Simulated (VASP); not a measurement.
Mn3Sb4, 7 atoms in the cell. It takes space group P-43m (No. 215, cubic). The conventional cell has a = 5.532 Å, b = 5.532 Å, c = 5.532 Å, α = 90.00°, β = 90.00°, γ = 90.00°. Mn (site symmetry -42m) has 4 Sb at 2.50 Å within 3.3 Å. Within 3.3 Å of Sb (site symmetry 3m) lie 3 Mn at 2.50 Å. The cell was built from a structure type or drawn by symmetry, and may not be a known phase.

```yaml
Program: VASP 6.6.1
Task: single point
Functional: PBE
Potentials_or_basis: VASP PAW PBE potentials, release 64 (Mn_pv, Sb)
Cutoff: 520 eV
k_mesh: 4 × 4 × 4
Occupations: gaussian, width 0.1 eV
Spin: collinear spin, ferromagnetic start
Starting_moments: "[4.0, 4.0, 4.0, 0.0, 0.0, 0.0, 0.0] μB"
Dipole_correction: no
Further_INCAR_settings: ALGO = Normal; EDIFF = 1e-07; NBANDS = 42
```

Potentials or basis: VASP PAW PBE potentials, release 64 (Mn_pv, Sb).

Command:

```bash
$ cat potpaw_PBE.64/Mn_pv/POTCAR potpaw_PBE.64/Sb/POTCAR > POTCAR
$ mpirun -np 1 vasp_std > vasp.out
```

Hardware: 1 thread of Intel(R) Xeon(R) Platinum 8259CL CPU @ 2.50GHz (Skylake/Cascade Lake) (shared host).

Q: Estimate the wall time of this run.

A: Wall time 2.9 min on 1 thread of Intel(R) Xeon(R) Platinum 8259CL CPU @ 2.50GHz (Skylake/Cascade Lake), on a shared host, peak memory 0.36 GiB. Counts: scf iterations 19, k points 10.
